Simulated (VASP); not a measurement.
Sc3BP2, 6 atoms in the cell. The structure is tetragonal, space group I4/mmm (No. 139). The conventional cell has a = 3.684 Å, b = 3.684 Å, c = 15.548 Å, α = 90.00°, β = 90.00°, γ = 90.00°. Sc (site symmetry 4mm) has 1 B at 2.52 Å and 5 P at 2.61 to 2.65 Å within 3.3 Å. Sc (site symmetry 4/mmm) has 4 B at 2.60 Å and 2 P at 2.61 Å within 3.4 Å. Within 3.3 Å of B (site symmetry 4/mmm) lie 6 Sc at 2.52 to 2.60 Å. P (site symmetry 4mm) has 6 Sc at 2.61 to 2.65 Å within 3.4 Å. 

```yaml
Program: VASP 6.6.1
Task: single point
Functional: PBE
Potentials_or_basis: VASP PAW PBE potentials, release 64 (Sc_sv, B, P)
Cutoff: 520 eV
k_mesh: 6 × 6 × 6
Occupations: gaussian, width 0.2 eV
Spin: no spin polarisation
Dipole_correction: no
Further_INCAR_settings: ALGO = Normal; EDIFF = 1e-06; NBANDS = 32
```

Potentials or basis: VASP PAW PBE potentials, release 64 (Sc_sv, B, P).

Launch:

```console
$ cat potpaw_PBE.64/Sc_sv/POTCAR potpaw_PBE.64/B/POTCAR potpaw_PBE.64/P/POTCAR > POTCAR
$ mpirun -np 1 vasp_std > vasp.out
```

Hardware: 1 thread of AMD EPYC 9R45 96-Core Processor (Zen 5), on a shared host.

Estimate the wall time of this run.

Wall time 6.3 min on 1 thread of AMD EPYC 9R45 96-Core Processor (Zen 5), on a shared host, peak memory 0.52 GiB. Counts: scf iterations 15, k points 30.
